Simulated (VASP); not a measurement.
CuRhSe2: single point with PBE+U

Crystal: CuRhSe2.

```
CELL_PARAMETERS angstrom
1.90012 1.09703 6.89816
-1.90012 1.09703 6.89816
0.00000 -2.19407 6.89816
ATOMIC_POSITIONS crystal
Cu 0.50000 0.50000 0.50000
Rh 0.00000 0.00000 0.00000
Se 0.26670 0.26670 0.26670
Se 0.73330 0.73330 0.73330
```

```yaml
Program: VASP 6.6.1
Task: single point
Functional: PBE
Potentials_or_basis: VASP PAW PBE potentials, release 64 (Cu, Rh_pv, Se)
Cutoff: 520 eV
k_mesh: 6 × 6 × 6
Occupations: gaussian, width 0.05 eV
Spin: collinear spin, ferromagnetic start
Starting_moments: "[0.0, 4.0, 0.0, 0.0] μB"
Hubbard_terms: Rh d U = 4.0 eV
Dipole_correction: no
Further_INCAR_settings: ALGO = Normal; EDIFF = 1e-06; NBANDS = 31
```

| Property | Result |
| --- | --- |
| Pressure | -9.0 GPa |
| Largest force | 0.126 eV/Å |
| Band gap on the k mesh | 0.13 eV (least direct gap 0.89 eV) |
| Net moment | 0.00 μB per cell |
| Valence electrons inside the program's atomic spheres | Cu 9.68; Rh 13.74; Se 3.75 |

Forces in eV/Å, atoms in the order of the input:
```
Cu   0.000  0.000  0.000
Rh   0.000  0.000  0.000
Se   0.000  0.000 -0.126
Se   0.000  0.000  0.126
```

Stress tensor (GPa, compression positive):
```
-8.60  0.00  0.00
 0.00 -8.60  0.00
 0.00  0.00 -9.69
```

Levels at points of the mesh, in eV from the valence-band top:
Spin up:
| k point | band 15 | band 16 | band 17 | band 18 | band 19 | band 20 | band 21 | band 22 | band 23 | band 24 |
| --- | --- | --- | --- | --- | --- | --- | --- | --- | --- | --- |
| (0.00, 0.00, 0.00) | -1.31 | -1.31 | -1.07 | -0.33 | -0.33 | 1.29 | 2.44 | 2.44 | 4.76 | 7.32 |
| (0.50, 0.00, 0.00) | -1.46 | -1.16 | -1.09 | -0.83 | -0.80 | 1.15 | 1.81 | 2.48 | 4.29 | 5.56 |
| (0.50, 0.50, 0.00) | -1.41 | -1.34 | -1.17 | -1.16 | -0.94 | 1.13 | 2.29 | 2.33 | 3.34 | 5.92 |
| (0.50, 0.50, 0.50) | -1.38 | -1.32 | -1.32 | 0.00 | 0.00 | 2.25 | 2.25 | 3.35 | 4.67 | 5.39 |
Spin down:
| k point | band 16 | band 17 | band 18 | band 19 | band 20 | band 21 | band 22 | band 23 |
| --- | --- | --- | --- | --- | --- | --- | --- | --- |
| (0.00, 0.00, 0.00) | -1.31 | -1.07 | -0.33 | -0.33 | 1.29 | 2.44 | 2.44 | 4.76 |
| (0.50, 0.00, 0.00) | -1.16 | -1.09 | -0.83 | -0.80 | 1.15 | 1.81 | 2.48 | 4.29 |
| (0.50, 0.50, 0.00) | -1.34 | -1.17 | -1.16 | -0.94 | 1.13 | 2.29 | 2.33 | 3.34 |
| (0.50, 0.50, 0.50) | -1.32 | -1.32 | 0.00 | 0.00 | 2.25 | 2.25 | 3.35 | 4.67 |

Eigenvalues of the final occupation matrices:
```
    site  spin  trace               eigenvalues
site 2 d     1   3.64  0.49 0.49 0.89 0.89 0.89
site 2 d     2   3.64  0.49 0.49 0.89 0.89 0.89
```

Run time: 14 min on 1 thread of Intel(R) Xeon(R) Platinum 8259CL CPU @ 2.50GHz (Skylake/Cascade Lake), on a shared host, peak memory 0.59 GiB.

Caveat: the cell stands under tension. A k mesh can miss the band edges.
